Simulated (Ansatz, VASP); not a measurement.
One calculation of Cr, two programs

INCAR

```
SYSTEM = Cr
PREC     = Accurate       ! precision mode
ENCUT    = 520            ! plane-wave cutoff, eV
EDIFF    = 1E-6           ! SCF threshold, eV
ISMEAR   = -1             ! smearing method
SIGMA    = 0.6            ! smearing width, eV
LREAL    = .False.        ! projectors in reciprocal space
LASPH    = .True.         ! aspherical terms in the spheres
NELM     = 100            ! most SCF steps
ALGO     = Normal         ! electronic algorithm
ISIF     = 2              ! what is computed and relaxed
LWAVE    = .False.        ! write WAVECAR
LCHARG   = .False.        ! write CHGCAR
GGA      = CA             ! functional
NBANDS   = 12             ! bands
```

Contents of KPOINTS:

```
regular mesh
0
Gamma
  16 16 16
  0 0 0
```

The input POSCAR:

```
Cr
1.0
   -1.3942485114      1.3942485114      1.3942485114
    1.3942485114     -1.3942485114      1.3942485114
    1.3942485114      1.3942485114     -1.3942485114
Cr
1
Direct
    0.0000000000      0.0000000000      0.0000000000
```

Input for Ansatz:

```yaml
crystal:
  lattice:
    - [-1.3942485114, 1.3942485114, 1.3942485114]
    - [1.3942485114, -1.3942485114, 1.3942485114]
    - [1.3942485114, 1.3942485114, -1.3942485114]
  atoms:
    - { symbol: Cr, position: [0.0, 0.0, 0.0] }
hamiltonian:
  xc: lda
  pseudopotentials:
    kind: paw
    azcp:
      Cr: "pseudopotentials/Cr.paw.azcp"
basis:
  ecutwfc: 420
  fft_grid_basis: typed
kpoints:
  mp_grid: { grid: [16, 16, 16], shift: [0, 0, 0] }
magnetization:
  spin_polarized: false
scf:
  occupations: { method: fermi_dirac, width: 0.6 }
  lower_state_search: "off"
output:
  stress: true
```

Alike in both runs: task single point; functional LDA; k mesh 16 × 16 × 16; occupations fermi-dirac, width 0.6 eV; no spin polarisation.

|  | VASP | Ansatz |
| --- | --- | --- |
| version | VASP 6.6.1 | Ansatz 0.2.0 |
| potentials or method | VASP PAW LDA potentials, release 64 (Cr_pv), cutoff 520 eV | plane waves (420 eV) with PAW, scalar-relativistic |
| valence electrons in the cell | 12 | 14 |

```tsv
	VASP	Ansatz	Ansatz less VASP
pressure (GPa)	13.9	13.6	-0.32
```

Ansatz warns that its potentials were made for another functional, while VASP's fit it. LDA's correlation is that of Perdew and Zunger in VASP and of Perdew and Wang (1992) in Ansatz. VASP's potentials hold 12 valence electrons a cell and Ansatz's 14, so a difference there can come from the potentials and not from the codes.
